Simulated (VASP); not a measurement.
A run of VASP 6.6.1:

File INCAR:

```
SYSTEM = Te2Mo
PREC     = Accurate       ! precision mode
ENCUT    = 520            ! plane-wave cutoff, eV
EDIFF    = 1E-6           ! SCF threshold, eV
ISMEAR   = -1             ! smearing method
SIGMA    = 0.05           ! smearing width, eV
LREAL    = .False.        ! projectors in reciprocal space
LASPH    = .True.         ! aspherical terms in the spheres
NELM     = 100            ! most SCF steps
ALGO     = Normal         ! electronic algorithm
ISIF     = 2              ! what is computed and relaxed
LWAVE    = .False.        ! write WAVECAR
LCHARG   = .True.         ! write CHGCAR
LELF     = .True.         ! ELF
LVHAR    = .True.       
NBANDS   = 35             ! bands
```

The input KPOINTS:

```
Automatic mesh
0
Gamma
  9 9 2
  0 0 0
```

File POSCAR:

```
Te2Mo
1.0
    3.4877102878      0.0000000000      0.0000000000
   -1.7438551439      3.0204457102      0.0000000000
    0.0000000000      0.0000000000     24.3047679867
Te Mo
4 2
Direct
    0.3333333333      0.6666666667      0.2236394800
    0.6666666667      0.3333333333      0.9206288600
    0.6666666667      0.3333333333      0.7763605200
    0.3333333333      0.6666666667      0.0793711400
    0.6666666667      0.3333333333      0.1515414900
    0.3333333333      0.6666666667      0.8484585100
```

Potentials or basis: VASP PAW LDA potentials, release 64 (Te, Mo_sv).

The run is started by

```bash
$ cat potpaw_LDA.64/Te/POTCAR potpaw_LDA.64/Mo_sv/POTCAR > POTCAR
$ mpirun -np 1 vasp_std > vasp.out
```

Hardware: 1 thread of Intel(R) Xeon(R) 6975P-C (Granite Rapids), with other jobs on the host.

Estimate the wall time of this run.

Wall time 4.1 min on 1 thread of Intel(R) Xeon(R) 6975P-C (Granite Rapids), with other jobs on the host, peak memory 0.41 GiB. Counts: scf iterations 23, k points 24.
